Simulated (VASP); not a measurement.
# Te (P-1) in VASP: a series of runs, part 2 of 2

VASP 6.6.1.

**4. Single point, PBEsol**

INCAR

```
PREC = Accurate
ENCUT = 520
EDIFF = 1E-7
ISMEAR = -1
SIGMA = 0.05
LREAL = F
LASPH = T
NELM = 80
ALGO = Normal
ISIF = 2
LWAVE = F
LCHARG = T
GGA = PS
LELF = T
LVHAR = T
NBANDS = 9
```

KPOINTS

```
Automatic mesh
0
Gamma
  7 7 7
```

POSCAR

```
Te
1.0
    2.2992477702      1.3197849713      1.6909537039
   -2.3125609152      1.3428440147      1.6909537039
    0.0133131449     -2.6626289860      1.6909537039
Te
1
Direct
    0.5000000000      0.5000000000      0.5000000000
```

Potentials or basis: VASP PAW PBE potentials, release 64 (Te).

On the command line:

```sh
cat potpaw_PBE.64/Te/POTCAR > POTCAR
mpirun -np 1 vasp_std > vasp.out
```

OUTCAR:

```text
PREC = Accurate
   ENCUT = 520
   EDIFF = 1E-7
   ISMEAR = -1
   LREAL = F
   LASPH = T
   NELM = 80
   ISIF = 2
   GGA = PS

 ion  position               nearest neighbor table
   1  0.500  0.500  0.500-

  LATTYP: Found a triclinic cell.
 ALAT       =     3.1542185697
 B/A-ratio  =     1.4557816274
 C/A-ratio  =     1.0030808453
 COS(alpha) =     0.0042260653
 COS(beta)  =     0.0748474356
 COS(gamma) =     0.7300103563

  Lattice vectors:

 A1 = (   0.0133131449,  -2.6626289860,   1.6909537039)
 A2 = (  -2.2859346253,  -3.9824139573,   0.0000000000)
 A3 = (   2.3125609152,  -1.3428440147,  -1.6909537039)

Analysis of symmetry for initial positions (statically):
=====================================================================
 Subroutine PRICEL returns:
 Original cell was already a primitive cell.

 Routine SETGRP: Setting up the symmetry group for a
 triclinic supercell.

 Subroutine GETGRP returns: Found  2 space group operations
 (whereof  2 operations were pure point group operations)
 out of a pool of  2 trial point group operations.

The static configuration has the point symmetry S_2 .

Analysis of symmetry for dynamics (positions and initial velocities):
=====================================================================
 Subroutine PRICEL returns:
 Original cell was already a primitive cell.

 Routine SETGRP: Setting up the symmetry group for a
 triclinic supercell.

 Subroutine GETGRP returns: Found  2 space group operations
 (whereof  2 operations were pure point group operations)
 out of a pool of  2 trial point group operations.

The dynamic configuration has the point symmetry S_2 .

 Subroutine INISYM returns: Found  2 space group operations
 (whereof  2 operations are pure point group operations),
 and found     1 'primitive' translations

----------------------------------------------------------------------------------------

                                     Primitive cell

[... 104 lines left out ...]
   EFERMI_NEDOS =   21; number of points for ismear=-14 and -15
   IALGO  =     38    algorithm
   IMIX   =      4    mixing-type and parameters
     AMIX     =   0.40;   BMIX     =  1.00
     AMIX_MAG =   1.60;   BMIX_MAG =  1.00
  volume/ion in A,a.u.               =      31.15       210.18
  Fermi-wavevector in a.u.,A,eV,Ry     =   0.945498  1.786732 12.163149  0.893966
  Thomas-Fermi vector in A             =   2.073405
   LORBIT       =      0    0 simple, 1 ext, 2 COOP (PROOUT), +10 PAW based schemes
   GGA     = PS    functional components
   LHFCALC =     F    Hartree Fock is set to
   AEXX    =    0.0000 exact exchange contribution
   IVDW    =     0    specifies the selected vdW correction
   LEPSILON=     F    determine dielectric tensor
   LRPA    =     F    only Hartree local field effects (RPA)
 non-spin polarized calculation
  energy-cutoff  :      520.00
  volume of cell :       31.15
 maximum number of plane-waves:       851
   NGX = 11   NGY = 11   NGZ = 11

 number of electron       5.9999999 magnetization

 Free energy of the ion-electron system (eV)
  ---------------------------------------------------
  ext. energy  EPLUGINS =         0.00000000
  ---------------------------------------------------
  free energy    TOTEN  =        -3.47315315 eV

  energy without entropy =       -3.46747883  energy(sigma->0) =       -3.47031599

 E-fermi :   7.0687     XC(G=0):  -9.6522

 val. band max:        7.0684208358   @ k =  -0.0000  -0.1429   0.2857
 cond. band min:       7.0909935622   @ k =  -0.2857   0.1429   0.1429
 fundamental gap:      0.0225727264
 Fermi energy:         7.0686716341

 k-point     1 :       0.0000    0.0000    0.0000
  band No.  band energies     occupation
      1      -7.0488      2.00000
      2       7.8987      0.00000
      3       8.3581      0.00000
      4       8.4081      0.00000
      5      12.9841      0.00000
      6      13.0214      0.00000
      7      13.5019      0.00000
      8      23.6012      0.00000
      9      23.9156      0.00000
[... 265 lines left out ...]
 k-point    24 :      -0.2857    0.4286    0.0000
  band No.  band energies     occupation
      1      -4.4375      2.00000
      2       1.9287      2.00000
      3       4.6325      2.00000
      4      10.2066      0.00000
      5      10.9425      0.00000
      6      15.9650      0.00000
      7      18.0896      0.00000
      8      19.9489      0.00000
      9      20.3866      0.00000

 [... further k-points ...]
[... 5 lines left out ...]
  --------------------------------------------------------------------------------------
  -------------------------------------------------------------------------------------
  Total       -0.1138297     -0.1203571     -0.0085664      0.0318246      0.0052134     -0.0026549
  in kB       -5.8556091     -6.1913899     -0.4406734      1.6371141      0.2681879     -0.1365740
  external PRESSURE =      -4.1625575 kB  Pullay stress =       0.0000000 kB

 VOLUME and BASIS-vectors are now :
 -----------------------------------------------------------------------------
  energy-cutoff  :      520.00
  volume of cell :       31.15
      direct lattice vectors                 reciprocal lattice vectors
     2.299247770  1.319784971  1.690953704     0.217466051  0.126276884  0.197127415
    -2.312560915  1.342844015  1.690953704    -0.216214124  0.124108483  0.197127415
     0.013313145 -2.662628986  1.690953704    -0.001251927 -0.250385366  0.197127415

 POSITION                                       TOTAL-FORCE (eV/Angst)
 -----------------------------------------------------------------------------------
     -0.00000      0.00000      2.53643         0.000000     -0.000000      0.000000
 -----------------------------------------------------------------------------------
    total drift:                                0.000000      0.000000     -0.000000

  FREE ENERGIE OF THE ION-ELECTRON SYSTEM (eV)
  ---------------------------------------------------
  free  energy   TOTEN  =        -3.4731531507 eV

  energy  without entropy=       -3.4674788342  energy(sigma->0) =       -3.47031599
```

OSZICAR:

```text
N       E                     dE             d eps       ncg     rms          rms(c)
DAV:   1     0.169484684440E+02    0.16948E+02   -0.25316E+03  3104   0.532E+02
DAV:   2    -0.288474299964E+01   -0.19833E+02   -0.18950E+02  3984   0.725E+01
DAV:   3    -0.346817197290E+01   -0.58343E+00   -0.58094E+00  3780   0.154E+01
DAV:   4    -0.347293235721E+01   -0.47604E-02   -0.47597E-02  4244   0.156E+00
DAV:   5    -0.347297820141E+01   -0.45844E-04   -0.45844E-04  3844   0.125E-01    0.800E+00
DAV:   6    -0.347305267442E+01   -0.74473E-04   -0.61332E-04  3828   0.148E-01    0.488E+00
DAV:   7    -0.347315413637E+01   -0.10146E-03   -0.13339E-03  3313   0.217E-01    0.898E-02
DAV:   8    -0.347315292128E+01    0.12151E-05   -0.37475E-05  3571   0.379E-02    0.439E-02
DAV:   9    -0.347315346686E+01   -0.54558E-06   -0.53462E-06  3913   0.128E-02    0.178E-02
DAV:  10    -0.347315325331E+01    0.21356E-06   -0.24843E-07  3487   0.293E-03    0.305E-03
DAV:  11    -0.347315314500E+01    0.10831E-06   -0.91675E-08  3311   0.175E-03    0.174E-03
DAV:  12    -0.347315315072E+01   -0.57169E-08   -0.14651E-09  1756   0.262E-04
   1 F= -.34731532E+01 E0= -.34703160E+01  d E =-.567432E-02
```

stdout:

```text
POSCAR found type information on POSCAR Te
 POSCAR found :  1 types and       1 ions
 scaLAPACK will be used
 -----------------------------------------------------------------------------
|                                                                             |
|                                                                             |
|     You enforced a specific xc type in the INCAR file but a different       |
|     I HOPE YOU KNOW WHAT YOU ARE DOING!                                     |
|                                                                             |
 -----------------------------------------------------------------------------

 LDA part: xc-table for (Slater+PW92), standard interpolation
 POSCAR, INCAR and KPOINTS ok, starting setup
 FFT: planning ... GRIDC
 FFT: planning ... GRID_SOFT
 FFT: planning ... GRID
 WAVECAR not read
 entering main loop
```

It took 9.3 s on 1 thread of Intel Xeon 6975P-C (Granite Rapids), shared host; peak memory 0.17 GiB.

What came out:

| Property | Result |
| --- | --- |
| Free energy | -3.4732 eV |
| Pressure | -0.4 GPa |
| Band gap on the k mesh | zero (band 3 reaches 9.33 eV, above the bottom of band 4 at 4.44 eV) |

Stress tensor (GPa, compression positive):
```
-0.59  0.16 -0.01
 0.16 -0.62  0.03
-0.01  0.03 -0.04
```

Caveat: the PAW data sets were made with another functional, which shifts forces and pressure a little; spin-orbit coupling is left out, which moves the levels of the heavy elements.

**5. Single point, PBEsol**

INCAR

```
ALGO = Normal
EDIFF = 1E-7
ENCUT = 520
GGA = PS
ISIF = 2
ISMEAR = -1
LASPH = T
LCHARG = F
LREAL = F
LWAVE = F
NBANDS = 9
NELM = 60
PREC = Accurate
SIGMA = 0.05
```

KPOINTS

```
k-points
0
Gamma
  7 7 7
```

POSCAR

```
Te
1.0
    2.3125609152      1.3428440147      1.6909537039
   -2.2992477702      1.3197849713      1.6909537039
   -0.0133131449     -2.6626289860      1.6909537039
Te
1
Direct
    0.5000000000      0.5000000000      0.5000000000
```

On the command line:

```sh
cat potpaw_PBE.64/Te/POTCAR > POTCAR
mpirun -np 1 vasp_std > vasp.out
```

Run time: 9.1 s. Hardware: 1 thread of Intel Xeon 6975P-C (Granite Rapids), shared host; peak memory 0.17 GiB.

The run converged. Its results:

| Property | Result |
| --- | --- |
| Free energy | -3.4732 eV |
| Pressure | -0.4 GPa |
| Band gap on the k mesh | zero (band 3 reaches 9.33 eV, above the bottom of band 4 at 4.44 eV) |

Stress tensor (GPa, compression positive):
```
-0.59 -0.16  0.01
-0.16 -0.62  0.03
 0.01  0.03 -0.04
```

Levels at points of the mesh, in eV from the Fermi level:
| k point | band 1 | band 2 | band 3 | band 4 | band 5 | band 6 |
| --- | --- | --- | --- | --- | --- | --- |
| (0.00, 0.00, 0.00) | -14.12 | 0.83 | 1.29 | 1.34 | 5.92 | 5.95 |

Caveat: the PAW data sets were made with another functional, which shifts forces and pressure a little; spin-orbit coupling is left out, which moves the levels of the heavy elements.

**6. Single point, PBEsol**

INCAR

```
ALGO = Normal
EDIFF = 1E-6
ENCUT = 520
GGA = PS
ISIF = 2
ISMEAR = -1
LASPH = True
LCHARG = False
LREAL = False
LWAVE = False
NBANDS = 9
NELM = 60
PREC = Accurate
SIGMA = 0.05
```

KPOINTS is that of step 5.

POSCAR

```
Te
1.0
    2.3192174876      1.3543735364      1.6909537039
   -2.2925911978      1.3082554496      1.6909537039
   -0.0266262899     -2.6626289860      1.6909537039
Te
1
Direct
    0.5000000000      0.5000000000      0.5000000000
```

Potentials or basis: VASP PAW PBE potentials, release 64 (Te).

On the command line:

```sh
cat potpaw_PBE.64/Te/POTCAR > POTCAR
mpirun -np 1 vasp_std > vasp.out
```

Wall time 7.7 s (1 thread of Intel Xeon 6975P-C (Granite Rapids), shared host); peak memory 0.17 GiB.

Results (log left out):

```yaml
Free_energy: -3.4727 eV
Pressure: -0.4 GPa
Band_gap_on_the_k_mesh: zero (band 3 reaches 9.32 eV, above the bottom of band 4 at 4.44 eV)
```

Stress tensor (GPa, compression positive):
```
-0.48 -0.32 -0.01
-0.32 -0.61  0.09
-0.01  0.09 -0.15
```

Levels at points of the mesh, in eV from the Fermi level:
```csv
k point,band 1,band 2,band 3,band 4,band 5,band 6,band 7,band 8
"(0.00, 0.00, 0.00)",-14.11,0.82,1.29,1.39,5.90,5.98,6.47,16.38
```

Caveat: the PAW data sets were made with another functional, which shifts forces and pressure a little; spin-orbit coupling is left out, which moves the levels of the heavy elements.

**7. The runs side by side**

| cell | gap on the mesh (eV) | pressure (GPa) |
| --- | --- | --- |
| a = 3.115, b = 3.193, c = 3.155 Å, angles 95.3, 92.6, 94.0°, 1 atom | none | -0.3 |
| a = 3.135, b = 3.174, c = 3.154 Å, angles 94.6, 93.3, 94.0°, 1 atom | none | -0.4 |
| a = 3.144, b = 3.164, c = 3.154 Å, angles 94.3, 93.6, 94.0°, 1 atom | none | -0.4 |
| a = 3.164, b = 3.144, c = 3.154 Å, angles 93.6, 94.3, 94.0°, 1 atom | none | -0.4 |
| a = 3.174, b = 3.135, c = 3.154 Å, angles 93.3, 94.6, 94.0°, 1 atom | none | -0.4 |

Alike in all rows: task single point; level PBEsol; potentials or basis VASP PAW PBE potentials, release 64 (Te); no spin polarisation; k mesh 7 × 7 × 7; cutoff (eV) 520; smearing fermi-dirac 0.05 eV.

Caveats: the PAW data sets were made with another functional, which shifts forces and pressure a little; spin-orbit coupling is left out, which moves the levels of the heavy elements.

Total energies depend on the potentials used, so only differences within one code and one set of settings carry meaning.
